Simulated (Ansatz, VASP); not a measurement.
Two plane-wave programs on NiO

```
Ni O
1.0
     0.00000    2.26822    2.26822
     2.26822    0.00000    2.26822
     2.26822    2.26822    0.00000
Ni O
1 1
Direct
  0.00000 0.00000 0.00000
  0.25000 0.25000 0.25000
```

Alike in both runs: task single point; functional PBE; k mesh 10 × 10 × 10; occupations fermi-dirac, width 0.05 eV; collinear spin.

|  | VASP | Ansatz |
| --- | --- | --- |
| version | VASP 6.6.1 | Ansatz 0.2.0 |
| potentials or method | VASP PAW PBE potentials, release 64 (Ni_sv_GW, O) | Ansatz PAW |
| plane-wave cutoff (eV) | 600 | 420 |
| valence electrons in the cell | 24 | 24 |

```csv
,VASP,Ansatz,Ansatz less VASP
gap on the k mesh at the Fermi level (eV),none,none,-
pressure (GPa),-6.8,-4.9,+1.88
net moment per atom (μB),0.99,0.98,-0.001
size of the moment on the site where the two differ most (μB),1.55,1.49,-0.060
```

Site moments also hang on the region over which each program counts them. A gap of «none» marks a metal or a gap that the smearing closes.
